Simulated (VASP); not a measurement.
# HgSe (F-43m) in VASP: single point with PBE

Aim: the single point of HgSe with PBE.

All numbers are computed with VASP 6.6.1; they aren't measurements. Logs are shortened: lines on timing, memory, paths and dates and some standing lists are left out, and cuts for length are marked.

### 1 The cell of the first run

Symmetry: F-43m, No. 216, cubic system. The conventional cell has a = 6.260 Å, b = 6.260 Å, c = 6.260 Å, α = 90.00°, β = 90.00°, γ = 90.00°. Within 3.6 Å of Hg (site symmetry -43m) lie 4 Se at 2.71 Å. Within 3.6 Å of Se (site symmetry -43m) lie 4 Hg at 2.71 Å.

### 2 Single point, PBE, non-collinear spin, zero start, spin-orbit coupling

INCAR reads:

```
PREC = Accurate ; ENCUT = 500
EDIFF = 1E-6 ; ISMEAR = 0
SIGMA = 0.1 ; LREAL = F
LASPH = T ; NELM = 200
ALGO = Normal ; ISIF = 2
LWAVE = F ; LCHARG = F
MAGMOM = 0 0 0 0 0 0 ; LORBIT = 11
LSORBIT = T ; GGA_COMPAT = F
LORBMOM = T ; GGA = PE
NBANDS = 30 ; ISYM = -1
KPAR = 4
```

KPOINTS reads:

```
Automatic mesh
0
Gamma
  8 6 15
```

POSCAR reads:

```
HgSe
1.0
    4.4266594705      0.0000000000     -0.0000000001
    0.0000000000      6.2602418592      0.0000000000
    2.2133297353     -3.1301209296      2.2133297352
Hg Se
1 1
Direct
    0.0000000000      0.0000000000      0.0000000000
    0.5000000000      0.7500000000      0.0000000000
```

Potentials or basis: VASP PAW PBE potentials, release 64 (Hg, Se).

Run with:

```console
$ cat potpaw_PBE.64/Hg/POTCAR potpaw_PBE.64/Se/POTCAR > POTCAR
$ mpirun -np 4 vasp_ncl > vasp.out
```

OUTCAR:

```text
PREC = Accurate
   ENCUT = 500
   EDIFF = 1E-6
   ISMEAR = 0
   LREAL = F
   LASPH = T
   NELM = 200
   ISIF = 2
   LORBIT = 11
   LSORBIT = T
   GGA = PE
   ISYM = -1

 ion  position               nearest neighbor table
   1  0.000  0.000  0.000-   2 2.71   2 2.71   2 2.71   2 2.71
   2  0.500  0.750  0.000-   1 2.71   1 2.71   1 2.71   1 2.71

IMPORTANT INFORMATION: All symmetrisations will be switched off!
NOSYMM: (Re-)initialisation of all symmetry stuff for point group C_1.

----------------------------------------------------------------------------------------

                                     Primitive cell

  volume of cell :      61.3357

  direct lattice vectors                    reciprocal lattice vectors
     4.426659470  0.000000000 -0.000000000     0.225903982  0.000000000 -0.225903982
     0.000000000  6.260241859  0.000000000     0.000000000  0.159738237  0.225903982
     2.213329735 -3.130120930  2.213329735     0.000000000  0.000000000  0.451807963

  length of vectors
     4.426659470  6.260241859  4.426659471     0.319476475  0.276674743  0.451807963

  position of ions in fractional coordinates (direct lattice)
     0.000000000  0.000000000  0.000000000
     0.500000000  0.750000000  0.000000000

  ion indices of the primitive-cell ions
   primitive index   ion index
                 1           1
                 2           2

----------------------------------------------------------------------------------------

 KPOINTS: Automatic mesh

Automatic generation of k-mesh.
 Grid dimensions read from file:
 generate k-points for:    8    6   15

 Generating k-lattice:

  Cartesian coordinates                     Fractional coordinates (reciprocal lattice)
     0.028237998  0.000000000 -0.028237998     0.125000000  0.000000000  0.000000000
     0.000000000  0.026623040  0.037650664     0.000000000  0.166666667  0.000000000
     0.000000000  0.000000000  0.030120531     0.000000000  0.000000000  0.066666667

  Length of vectors
     0.039934559  0.046112457  0.030120531

  Shift w.r.t. Gamma in fractional coordinates (k-lattice)
     0.000000000  0.000000000  0.000000000

 -----------------------------------------------------------------------------
|                                                                             |
|           W    W    AA    RRRRR   N    N  II  N    N   GGGG   !!!           |
|           W    W   A  A   R    R  NN   N  II  NN   N  G    G  !!!           |
|           W    W  A    A  R    R  N N  N  II  N N  N  G       !!!           |
|           W WW W  AAAAAA  RRRRR   N  N N  II  N  N N  G  GGG   !            |
|           WW  WW  A    A  R   R   N   NN  II  N   NN  G    G                |
|           W    W  A    A  R    R  N    N  II  N    N   GGGG   !!!           |
|                                                                             |
|     Your reciprocal lattice and k-lattice belong to different lattice       |
|     classes:                                                                |
|                                                                             |
|        The reciprocal lattice is body-centered cubic,                       |
|        whereas your k-lattice is triclinic.                                 |
|                                                                             |
|     Results are often still useful ...                                      |
|                                                                             |
 -----------------------------------------------------------------------------

 Subroutine IBZKPT returns following result:
 ===========================================

 Found    720 irreducible k-points:

 Following reciprocal coordinates:
            Coordinates               Weight
  0.000000  0.000000  0.000000      1.000000
  0.125000  0.000000  0.000000      1.000000
  0.250000  0.000000  0.000000      1.000000
  0.375000  0.000000  0.000000      1.000000
  0.500000  0.000000  0.000000      1.000000
 -0.375000  0.000000 -0.000000      1.000000
[... 16 lines left out ...]
 -0.250000  0.333333 -0.000000      1.000000
 -0.125000  0.333333 -0.000000      1.000000
 [... further k-points ...]
   k-points           NKPTS =    720   k-points in BZ     NKDIM =    720   number of bands    NBANDS=     30
[... 62 lines left out ...]
 Free energy of the ion-electron system (eV)
  ---------------------------------------------------
  ext. energy  EPLUGINS =         0.00000000
  ---------------------------------------------------
  free energy    TOTEN  =        -4.38587030 eV

  energy without entropy =       -4.38561288  energy(sigma->0) =       -4.38574159

 E-fermi :   1.0583     XC(G=0):  -8.6481

 val. band max:        1.0334305922   @ k =   0.0000   0.0000   0.0000
 cond. band min:       1.4227452535   @ k =  -0.1250   0.0000  -0.0667
 fundamental gap:      0.3893146612
 Fermi energy:         1.0583303337

 k-point     1 :       0.0000    0.0000    0.0000
  band No.  band energies     occupation
      1     -11.9512      1.00000
      2     -11.9512      1.00000
      3      -6.5491      1.00000
      4      -6.5491      1.00000
      5      -6.5490      1.00000
      6      -6.5490      1.00000
[... 781 lines left out ...]
     29      11.7462      0.00000
     30      11.7883      0.00000

 [... further k-points ...]
[... 5 lines left out ...]
  --------------------------------------------------------------------------------------
  -------------------------------------------------------------------------------------
  Total       -0.0499909     -0.0539230     -0.0519276      0.0002772      0.0005492     -0.0004145
  in kB       -1.3058341     -1.4085465     -1.3564249      0.0072401      0.0143458     -0.0108284
  external PRESSURE =      -1.3569352 kB  Pullay stress =       0.0000000 kB

 VOLUME and BASIS-vectors are now :
 -----------------------------------------------------------------------------
  energy-cutoff  :      500.00
  volume of cell :       61.34
      direct lattice vectors                 reciprocal lattice vectors
     4.426659470  0.000000000 -0.000000000     0.225903982  0.000000000 -0.225903982
     0.000000000  6.260241859  0.000000000     0.000000000  0.159738237  0.225903982
     2.213329735 -3.130120930  2.213329735     0.000000000  0.000000000  0.451807963

 POSITION                                       TOTAL-FORCE (eV/Angst)
 -----------------------------------------------------------------------------------
      0.00000      0.00000      0.00000         0.000063      0.000446     -0.000059
      2.21333      4.69518     -0.00000        -0.000063     -0.000446      0.000059
 -----------------------------------------------------------------------------------
    total drift:                               -0.000000     -0.000008     -0.000001

  FREE ENERGIE OF THE ION-ELECTRON SYSTEM (eV)
  ---------------------------------------------------
  free  energy   TOTEN  =        -4.3858703043 eV

  energy  without entropy=       -4.3856128778  energy(sigma->0) =       -4.38574159

 orbital moment (x)

 # of ion     p       d       tot
 ----------------------------------------
  1        -0.000  -0.000  -0.000
  2         0.000   0.000   0.000
 ----------------------------------------
           -0.000   0.000   0.000

 orbital moment (y)

 # of ion     p       d       tot
 ----------------------------------------
  1         0.000  -0.000  -0.000
  2         0.000   0.000   0.000
 ----------------------------------------
            0.000  -0.000  -0.000

 orbital moment (z)

 # of ion     p       d       tot
 ----------------------------------------
  1         0.000  -0.000   0.000
  2        -0.000   0.000  -0.000
 ----------------------------------------
            0.000  -0.000  -0.000

 Spin-Orbit-Coupling matrix elements

 Ion:    1  E_soc:     -0.5530583
 l=   1
     0.0000000    -0.0258891    -0.0258979
    -0.0258891     0.0000000    -0.0259043
    -0.0258979    -0.0259043     0.0000000
 l=   2
     0.0000000    -0.0133385     0.0000000    -0.0132348    -0.0530438
    -0.0133385     0.0000000    -0.0398574    -0.0132364    -0.0131825
     0.0000000    -0.0398574     0.0000000    -0.0397082     0.0000000
    -0.0132348    -0.0132364    -0.0397082     0.0000000    -0.0132362
    -0.0530438    -0.0131825     0.0000000    -0.0132362     0.0000000
 l=   3
     0.0000000     0.0000000     0.0000000     0.0000000     0.0000000     0.0000000     0.0000000
     0.0000000     0.0000000     0.0000000     0.0000000     0.0000000     0.0000000     0.0000000
     0.0000000     0.0000000     0.0000000     0.0000000     0.0000000     0.0000000     0.0000000
     0.0000000     0.0000000     0.0000000     0.0000000     0.0000000     0.0000000     0.0000000
     0.0000000     0.0000000     0.0000000     0.0000000     0.0000000     0.0000000     0.0000000
     0.0000000     0.0000000     0.0000000     0.0000000     0.0000000     0.0000000     0.0000000
     0.0000000     0.0000000     0.0000000     0.0000000     0.0000000     0.0000000     0.0000000

 Ion:    2  E_soc:     -0.0483030
 l=   1
     0.0000000    -0.0080342    -0.0080250
    -0.0080342     0.0000000    -0.0080311
    -0.0080250    -0.0080311     0.0000000
 l=   2
     0.0000000    -0.0000093     0.0000000    -0.0000028    -0.0000176
    -0.0000093     0.0000000    -0.0000181    -0.0000028     0.0000005
     0.0000000    -0.0000181     0.0000000    -0.0000083     0.0000000
    -0.0000028    -0.0000028    -0.0000083     0.0000000    -0.0000028
    -0.0000176     0.0000005     0.0000000    -0.0000028     0.0000000
 l=   3
     0.0000000     0.0000000     0.0000000     0.0000000     0.0000000     0.0000000     0.0000000
     0.0000000     0.0000000     0.0000000     0.0000000     0.0000000     0.0000000     0.0000000
     0.0000000     0.0000000     0.0000000     0.0000000     0.0000000     0.0000000     0.0000000
     0.0000000     0.0000000     0.0000000     0.0000000     0.0000000     0.0000000     0.0000000
     0.0000000     0.0000000     0.0000000     0.0000000     0.0000000     0.0000000     0.0000000
     0.0000000     0.0000000     0.0000000     0.0000000     0.0000000     0.0000000     0.0000000
     0.0000000     0.0000000     0.0000000     0.0000000     0.0000000     0.0000000     0.0000000

 total charge

# of ion       s       p       d       tot
------------------------------------------
    1        0.701   0.359   9.390  10.451
    2        1.467   2.267   0.028   3.762
--------------------------------------------------
tot          2.169   2.627   9.418  14.214

 magnetization (x)

# of ion       s       p       d       tot
------------------------------------------
    1       -0.000   0.000   0.000   0.000
    2       -0.000   0.000  -0.000   0.000
--------------------------------------------------
tot         -0.000   0.000   0.000   0.000

 magnetization (y)

# of ion       s       p       d       tot
------------------------------------------
    1        0.000   0.000  -0.000   0.000
    2       -0.000  -0.000  -0.000  -0.000
--------------------------------------------------
tot         -0.000   0.000  -0.000  -0.000

 magnetization (z)

# of ion       s       p       d       tot
------------------------------------------
    1        0.000  -0.000  -0.000   0.000
    2        0.000  -0.000   0.000  -0.000
--------------------------------------------------
tot          0.000  -0.000  -0.000   0.000
```

Wall time 8.6 min (4 MPI ranks of Intel Xeon 6975P-C (Granite Rapids), shared host); peak memory 1.7 GiB.

What came out:

- Free energy: -4.3859 eV
- Pressure: -0.1 GPa
- Net moment: 0.00 μB per cell
- Valence electrons inside the program's atomic spheres: Hg 10.45; Se 3.76

Moments on the atoms (μB; x, y, z):
```
Hg  0.00 0.00 0.00
Se  0.00 0.00 0.00
```
